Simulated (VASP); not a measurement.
Here is a VASP 6.6.1 calculation.

Contents of INCAR:

```
PREC = Accurate
ENCUT = 520
EDIFF = 1E-8
ISMEAR = 0
SIGMA = 0.01
LREAL = False
LASPH = True
NELM = 60
ALGO = Normal
ISIF = 2
LWAVE = False
LCHARG = False
METAGGA = R2SCAN
LMIXTAU = True
IBRION = 6
NFREE = 2
POTIM = 0.015
NSW = 1
```

Contents of KPOINTS:

```
Automatic mesh
0
Gamma
  8 8 4
```

Contents of POSCAR:

```
GaN
1.0
    3.1481827908      0.0000000000      0.0000000000
   -1.5740913954      2.7264062726      0.0000000000
    0.0000000000      0.0000000000      5.1267502129
Ga N
2 2
Direct
    0.3333333333      0.6666666667     -0.0008415289
    0.6666666667      0.3333333333      0.4991584711
    0.3333333333      0.6666666667      0.3758415289
    0.6666666667      0.3333333333      0.8758415289
```

Potentials or basis: VASP PAW PBE potentials, release 64 (Ga_d, N).

Command:

```bash
$ cat potpaw_PBE.64/Ga_d/POTCAR potpaw_PBE.64/N/POTCAR > POTCAR
$ mpirun -np 1 vasp_std > vasp.out
```

What does it give for the highest phonon frequency at Γ, LO-TO splitting left out?

730 cm⁻¹.

Phonon frequencies in cm⁻¹ (negative: imaginary):
| q point | frequencies |
| --- | --- |
| (0.000, 0.000, 0.000) | -1 -1 0 137 137 349 564 586 586 599 599 730 |

Caveat: the cell stands under pressure or tension, which shifts response properties.
